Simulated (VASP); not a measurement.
# HfB2 (P6/mmm) in VASP: a series of runs

The runs below take HfB2 through relaxation of cell and atoms, with PBE+U.

Program: VASP 6.6.1. These are calculated values, not measurements. Logs are shortened: lines on timing, memory, paths and dates and some standing lists are left out, and cuts for length are marked.

## Step 1: The cell of the first run

It takes space group P6/mmm (No. 191, hexagonal). The conventional cell has a = 3.140 Å, b = 3.140 Å, c = 3.480 Å, α = 90.00°, β = 90.00°, γ = 120.00°. Hf (site symmetry 6/mmm) has 12 B at 2.51 Å and 6 Hf at 3.14 Å within 3.3 Å. B (site symmetry -6m2) has 3 B at 1.81 Å within 2.4 Å.

## Step 2: Relaxation of cell and atoms, PBE+U

Contents of INCAR:

```
ALGO = Normal
EDIFF = 1E-6
EDIFFG = -0.01
ENCUT = 600
GGA = PE
IBRION = 2
ISIF = 3
ISMEAR = -1
LASPH = T
LCHARG = F
LDAU = T
LDAUJ = 0 0
LDAUL = 2 -1
LDAUPRINT = 1
LDAUTYPE = 2
LDAUU = 4 0
LMAXMIX = 4
LREAL = F
LWAVE = F
NELM = 150
NSW = 60
PREC = Accurate
SIGMA = 0.05
```

Contents of KPOINTS:

```
k-points
0
Gamma
  10 10 8
```

Contents of POSCAR:

```
HfB2
1.0
    3.1400000000      0.0000000000      0.0000000000
   -1.5700000000      2.7193197679      0.0000000000
    0.0000000000      0.0000000000      3.4800000000
Hf B
1 2
Direct
    0.0000000000      0.0000000000      0.0000000000
    0.6666666667      0.3333333333      0.5000000000
    0.3333333333      0.6666666667      0.5000000000
```

Potentials or basis: VASP PAW PBE potentials, release 64 (Hf_pv, B).

Launch:

```bash
> cat potpaw_PBE.64/Hf_pv/POTCAR potpaw_PBE.64/B/POTCAR > POTCAR
> mpirun -np 1 vasp_std > vasp.out
```

OUTCAR:

```text
EDIFF = 1E-6
   EDIFFG = -0.01
   ENCUT = 600
   GGA = PE
   IBRION = 2
   ISIF = 3
   ISMEAR = -1
   LASPH = T
   LREAL = F
   NELM = 150
   NSW = 60
   PREC = Accurate

 ion  position               nearest neighbor table
   1  0.000  0.000  0.000-   2 2.51   3 2.51   2 2.51   3 2.51   2 2.51   2 2.51   3 2.51   3 2.51
                             2 2.51   2 2.51   3 2.51   3 2.51
   2  0.667  0.333  0.500-   3 1.81   3 1.81   3 1.81   1 2.51   1 2.51   1 2.51   1 2.51   1 2.51
                             1 2.51
   3  0.333  0.667  0.500-   2 1.81   2 1.81   2 1.81   1 2.51   1 2.51   1 2.51   1 2.51   1 2.51
                             1 2.51

  LATTYP: Found a hexagonal cell.
 ALAT       =     3.1400000000
 C/A-ratio  =     1.1082802548

  Lattice vectors:

 A1 = (   3.1400000000,   0.0000000000,   0.0000000000)
 A2 = (  -1.5700000000,   2.7193197679,   0.0000000000)
 A3 = (   0.0000000000,   0.0000000000,   3.4800000000)

Analysis of symmetry for initial positions (statically):
=====================================================================
 Subroutine PRICEL returns:
 Original cell was already a primitive cell.

 Routine SETGRP: Setting up the symmetry group for a
 hexagonal supercell.

 Subroutine GETGRP returns: Found 24 space group operations
 (whereof 24 operations were pure point group operations)
 out of a pool of 24 trial point group operations.

The static configuration has the point symmetry D_6h.

Analysis of symmetry for dynamics (positions and initial velocities):
=====================================================================
 Subroutine PRICEL returns:
 Original cell was already a primitive cell.

 Routine SETGRP: Setting up the symmetry group for a
 hexagonal supercell.

 Subroutine GETGRP returns: Found 24 space group operations
 (whereof 24 operations were pure point group operations)
 out of a pool of 24 trial point group operations.

The dynamic configuration has the point symmetry D_6h.

 Subroutine INISYM returns: Found 24 space group operations
 (whereof 24 operations are pure point group operations),
 and found     1 'primitive' translations

----------------------------------------------------------------------------------------

                                     Primitive cell

  volume of cell :      29.7146

  direct lattice vectors                    reciprocal lattice vectors
     3.140000000  0.000000000  0.000000000     0.318471338  0.183869512  0.000000000
    -1.570000000  2.719319768  0.000000000     0.000000000  0.367739025  0.000000000
     0.000000000  0.000000000  3.480000000     0.000000000  0.000000000  0.287356322

  length of vectors
     3.140000000  3.140000000  3.480000000     0.367739025  0.367739025  0.287356322

  position of ions in fractional coordinates (direct lattice)
     0.000000000  0.000000000  0.000000000
     0.666666667  0.333333333  0.500000000
     0.333333333  0.666666667  0.500000000

  ion indices of the primitive-cell ions
   primitive index   ion index
                 1           1
                 2           2
                 3           3

----------------------------------------------------------------------------------------

 KPOINTS: k-points

Automatic generation of k-mesh.
 Grid dimensions read from file:
 generate k-points for:   10   10    8

 Generating k-lattice:

  Cartesian coordinates                     Fractional coordinates (reciprocal lattice)
     0.031847134  0.018386951  0.000000000     0.100000000  0.000000000  0.000000000
     0.000000000  0.036773902  0.000000000     0.000000000  0.100000000  0.000000000
     0.000000000  0.000000000  0.035919540     0.000000000  0.000000000  0.125000000

  Length of vectors
[... 65 lines left out ...]
   PSTRESS=    0.0 pullay stress
   NELECT =      16.0000    total number of electrons
   NUPDOWN=      -1.0000    fix difference up-down
   EMIN   =  10.00;   EMAX   =-10.00  energy-range for DOS
   EFERMI =   0.00;   METHOD = LEGACY
   ISMEAR =    -1;   SIGMA  =   0.05  broadening in eV -4-tet -1-fermi 0-gaus
   EFERMI_NEDOS =   21; number of points for ismear=-14 and -15
   IALGO  =     38    algorithm
   IMIX   =      4    mixing-type and parameters
     AMIX     =   0.40;   BMIX     =  1.00
     AMIX_MAG =   1.60;   BMIX_MAG =  1.00
  volume/ion in A,a.u.               =       9.90        66.84
  Fermi-wavevector in a.u.,A,eV,Ry     =   1.331860  2.516850 24.134693  1.773850
  Thomas-Fermi vector in A             =   2.460838
   LORBIT       =      0    0 simple, 1 ext, 2 COOP (PROOUT), +10 PAW based schemes
 LDA+U is selected, type is set to LDAUTYPE =  2
   angular momentum for each species LDAUL =     2   -1
   U (eV)           for each species LDAUU =   4.0  0.0
   J (eV)           for each species LDAUJ =   0.0  0.0
   GGA     = PE    functional components
   LHFCALC =     F    Hartree Fock is set to
   AEXX    =    0.0000 exact exchange contribution
   IVDW    =     0    specifies the selected vdW correction
   LEPSILON=     F    determine dielectric tensor
   LRPA    =     F    only Hartree local field effects (RPA)
 conjugate gradient relaxation of ions
 non-spin polarized calculation
  energy-cutoff  :      600.00
  volume of cell :       29.71
 maximum number of plane-waves:      1010
 NGX is ok and might be reduce to    28
   NGX = 13   NGY = 13   NGZ = 13

--------------------------------------- Ionic step        1  -------------------------------------------

 number of electron      15.9999999 magnetization

 Free energy of the ion-electron system (eV)
  ---------------------------------------------------
  ext. energy  EPLUGINS =         0.00000000
  ---------------------------------------------------
  free energy    TOTEN  =       -23.44440031 eV

  energy without entropy =      -23.44186302  energy(sigma->0) =      -23.44313167

------------------------ aborting loop because EDIFF is reached ----------------------------------------

  FORCE on cell =-STRESS in cart. coord.  units (eV):
  Direction    XX          YY          ZZ          XY          YZ          ZX
  --------------------------------------------------------------------------------------
  -------------------------------------------------------------------------------------
  Total        2.0862407      2.0862407      2.9243708      0.0000000      0.0000000     -0.0000000
  in kB      112.4879038    112.4879038    157.6789979      0.0000000      0.0000000     -0.0000000
  external PRESSURE =     127.5516019 kB  Pullay stress =       0.0000000 kB
[... 203 lines left out ...]
  FREE ENERGIE OF THE ION-ELECTRON SYSTEM (eV)
  ---------------------------------------------------
  free  energy   TOTEN  =       -23.5074600620 eV

  energy  without entropy=      -23.5048713024  energy(sigma->0) =      -23.50616568

atom =   1  type =  1  l = 2

 onsite density matrix

spin component  1

  0.1751 -0.0000  0.0000 -0.0000 -0.0000
 -0.0000  0.1614  0.0000  0.0000  0.0000
  0.0000  0.0000  0.1478  0.0000  0.0000
 -0.0000  0.0000  0.0000  0.1614 -0.0000
 -0.0000  0.0000  0.0000 -0.0000  0.1751

spin component  2

  0.1751 -0.0000  0.0000 -0.0000 -0.0000
 -0.0000  0.1614  0.0000  0.0000  0.0000
  0.0000  0.0000  0.1478  0.0000  0.0000
 -0.0000  0.0000  0.0000  0.1614 -0.0000
 -0.0000  0.0000  0.0000 -0.0000  0.1751

 occupancies and eigenvectors

  o =  0.1478  v =  0.0000  0.0000  1.0000 -0.0000 -0.0000  0.0000  0.0000  0.0000  0.0000  0.0000      0.0000  0.0000  0.0000  0.0000  0.0000  0.0000  0.0000  0.0000  0.0000  0.0000
  o =  0.1478  v =  0.0000  0.0000  0.0000  0.0000  0.0000  0.0000  0.0000  1.0000 -0.0000 -0.0000      0.0000  0.0000  0.0000  0.0000  0.0000  0.0000  0.0000  0.0000  0.0000  0.0000
  o =  0.1614  v =  0.0000  0.0000 -0.0000 -1.0000  0.0000  0.0000  0.0000  0.0000  0.0000  0.0000      0.0000  0.0000  0.0000  0.0000  0.0000  0.0000  0.0000  0.0000  0.0000  0.0000
  o =  0.1614  v =  0.0000  0.0000  0.0000  0.0000  0.0000  0.0000  0.0000 -0.0000 -1.0000  0.0000      0.0000  0.0000  0.0000  0.0000  0.0000  0.0000  0.0000  0.0000  0.0000  0.0000
  o =  0.1614  v =  0.0000 -1.0000  0.0000 -0.0000  0.0000  0.0000  0.0000  0.0000  0.0000  0.0000      0.0000  0.0000  0.0000  0.0000  0.0000  0.0000  0.0000  0.0000  0.0000  0.0000
  o =  0.1614  v =  0.0000  0.0000  0.0000  0.0000  0.0000  0.0000 -1.0000  0.0000 -0.0000  0.0000      0.0000  0.0000  0.0000  0.0000  0.0000  0.0000  0.0000  0.0000  0.0000  0.0000
  o =  0.1751  v =  1.0000  0.0000  0.0000  0.0000  0.0000  0.0000  0.0000  0.0000  0.0000  0.0000      0.0000  0.0000  0.0000  0.0000  0.0000  0.0000  0.0000  0.0000  0.0000  0.0000
  o =  0.1751  v =  0.0000  0.0000  0.0000  0.0000  0.0000  1.0000  0.0000  0.0000  0.0000  0.0000      0.0000  0.0000  0.0000  0.0000  0.0000  0.0000  0.0000  0.0000  0.0000  0.0000
  o =  0.1751  v =  0.0000  0.0000  0.0000  0.0000  0.0000  0.0000  0.0000  0.0000  0.0000  1.0000      0.0000  0.0000  0.0000  0.0000  0.0000  0.0000  0.0000  0.0000  0.0000  0.0000
  o =  0.1751  v =  0.0000  0.0000  0.0000  0.0000  1.0000  0.0000  0.0000  0.0000  0.0000  0.0000      0.0000  0.0000  0.0000  0.0000  0.0000  0.0000  0.0000  0.0000  0.0000  0.0000

--------------------------------------- Ionic step        7  -------------------------------------------

 number of electron      16.0000001 magnetization

 Free energy of the ion-electron system (eV)
  ---------------------------------------------------
  ext. energy  EPLUGINS =         0.00000000
  ---------------------------------------------------
  free energy    TOTEN  =       -23.50746040 eV

  energy without entropy =      -23.50487305  energy(sigma->0) =      -23.50616672

 E-fermi :   7.7519     XC(G=0): -12.3672

 val. band max:        7.6891912669   @ k =   0.2000   0.2000   0.1250
 cond. band min:       7.8555825377   @ k =   0.0000   0.0000   0.2500
 fundamental gap:      0.1663912709
 Fermi energy:         7.7518672673

 k-point     1 :       0.0000    0.0000    0.0000
  band No.  band energies     occupation
      1     -23.9899      2.00000
      2     -23.5436      2.00000
      3     -23.5436      2.00000
      4      -6.0426      2.00000
      5       4.4814      2.00000
      6       4.8336      2.00000
      7       5.0365      2.00000
      8       5.0365      2.00000
      9      11.9952      0.00000
     10      11.9952      0.00000
     11      12.1926      0.00000
     12      12.2901      0.00000
[... 331 lines left out ...]
 k-point    24 :       0.4000    0.1000    0.1250
  band No.  band energies     occupation
      1     -24.1506      2.00000
      2     -23.9047      2.00000
      3     -23.7270      2.00000
      4      -2.2844      2.00000
      5      -0.8939      2.00000
      6       3.0966      2.00000
      7       3.9808      2.00000
      8       5.6873      2.00000
      9       8.7364      0.00000
     10      11.6979      0.00000
     11      11.7924      0.00000
     12      14.0352      0.00000

 [... further k-points ...]
[... 5 lines left out ...]
  --------------------------------------------------------------------------------------
  -------------------------------------------------------------------------------------
  Total        0.0285183      0.0285183      0.0286647     -0.0000000      0.0000000     -0.0000000
  in kB        1.4629429      1.4629429      1.4704565     -0.0000000      0.0000000     -0.0000000
  external PRESSURE =       1.4654474 kB  Pullay stress =       0.0000000 kB
[... 18 lines left out ...]
  FREE ENERGIE OF THE ION-ELECTRON SYSTEM (eV)
  ---------------------------------------------------
  free  energy   TOTEN  =       -23.5074603980 eV

  energy  without entropy=      -23.5048730506  energy(sigma->0) =      -23.50616672

 reached required accuracy - stopping structural energy minimisation
```

Wall time 60 s (1 thread of Intel Xeon 6975P-C (Granite Rapids), shared host); peak memory 0.19 GiB.

Results:

| Quantity | Value |
| --- | --- |
| Free energy | -23.5075 eV |
| Relaxed volume | 10.41 Å³/atom |
| Relaxed cell | a = 3.175 Å, b = 3.175 Å, c = 3.577 Å, α = 90.00°, β = 90.00°, γ = 120.00° |
| Space group after relaxing (to 0.1 Å) | P6/mmm (No. 191) |
| Energy gained by relaxing | 21.0 meV/atom |
| Ionic steps | 7 |
| Pressure after relaxing | 0.1 GPa |
| Band gap on the k mesh | zero (bands 8 and 9 overlap by 1.05 eV) |

Step by step:
```
step  energy change (eV)  largest force (eV/Å)  pressure (GPa)  volume (Å³)
   1              0.0000                0.0000           12.76        29.71
   2              0.0218                0.0000          -12.92        33.23
   3             -0.0606                0.0000           -0.42        31.28
   4             -0.0606                0.0000           -0.17        31.25
   5             -0.0631                0.0000            0.12        31.23
   6             -0.0631                0.0000            0.15        31.23
   7             -0.0631                0.0000            0.15        31.23
```

Final structure:
```yaml
crystal:
  lattice:
    - [3.17517, 0.00000, 0.00000]
    - [-1.58759, 2.74978, 0.00000]
    - [0.00000, 0.00000, 3.57718]
  atoms:
    - { symbol: Hf, position: [0.00000, 0.00000, 0.00000] }
    - { symbol: B, position: [0.66667, 0.33333, 0.50000] }
    - { symbol: B, position: [0.33333, 0.66667, 0.50000] }
```

Levels at points of the mesh, in eV from the Fermi level:
```
           k point  band 4  band 5  band 6  band 7  band 8  band 9  band 10  band 11  band 12
(0.00, 0.00, 0.00)  -13.79   -3.27   -2.92   -2.72   -2.72    4.24     4.24     4.44     4.54
(0.50, 0.00, 0.00)   -9.73   -9.28   -4.00   -3.58   -2.56    1.63     2.94     5.20     5.37
(0.00, 0.00, 0.50)  -11.63   -8.63   -1.32   -1.32    0.65    0.65     1.24     1.24     2.16
(0.50, 0.00, 0.50)  -10.18   -7.75   -4.76   -4.62   -3.15    3.49     3.95     6.36     6.80
```

Eigenvalues of the final occupation matrices:
```csv
site,spin,trace,eigenvalues
site 1 d,1,0.82,0.15 0.16 0.16 0.18 0.18
site 1 d,2,0.82,0.15 0.16 0.16 0.18 0.18
```

Caveat: spin-orbit coupling is left out, which moves the levels of the heavy elements; U without spin polarisation on a metal has little footing; the U is typed as a test and isn't derived for this compound. Zero-point motion and thermal expansion aren't in these numbers.

[end of part 1 of 2]
